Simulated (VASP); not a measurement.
Crystal: GaN.

```
Ga N
1.0
     0.00000    2.13403    2.13403
     2.13403    0.00000    2.13403
     2.13403    2.13403    0.00000
Ga N
1 1
Cartesian
  2.1340 2.1340 2.1340
  0.0000 0.0000 0.0000
```

- Program: VASP 6.6.1
- Task: relaxation of cell and atoms
- Functional: r2SCAN
- Potentials or basis: VASP PAW PBE potentials, release 64 (Ga_d, N)
- Cutoff: 600 eV
- k mesh: 10 × 10 × 10
- Occupations: fermi-dirac, width 0.02 eV
- Spin: no spin polarisation

At the start: pressure -7.0 GPa; volume 9.72 Å³/atom.

Question: Where does the relaxation end?

Answer: Over 4 steps the energy falls by 6.9 meV/atom and the volume is 9.42 Å³/atom (-3.0 %); space group Fm-3m (No. 225, to 0.05 Å).

Step by step:
| step | energy change (eV) | largest force (eV/Å) | pressure (GPa) | volume (Å³) |
| --- | --- | --- | --- | --- |
| 1 | 0.0000 | 0.0000 | -7.03 | 19.44 |
| 2 | 0.0006 | 0.0000 | 8.28 | 18.26 |
| 3 | -0.0138 | 0.0000 | 0.14 | 18.84 |
| 4 | -0.0138 | 0.0000 | -0.05 | 18.85 |

Final structure:
```
Ga N
1.0
     0.00000    2.11232    2.11232
     2.11232    0.00000    2.11232
     2.11232    2.11232    0.00000
Ga N
1 1
Direct
  0.50000 0.50000 0.50000
  0.00000 0.00000 0.00000
```

Caveat: the PAW data sets were made with another functional, which shifts forces and pressure a little.
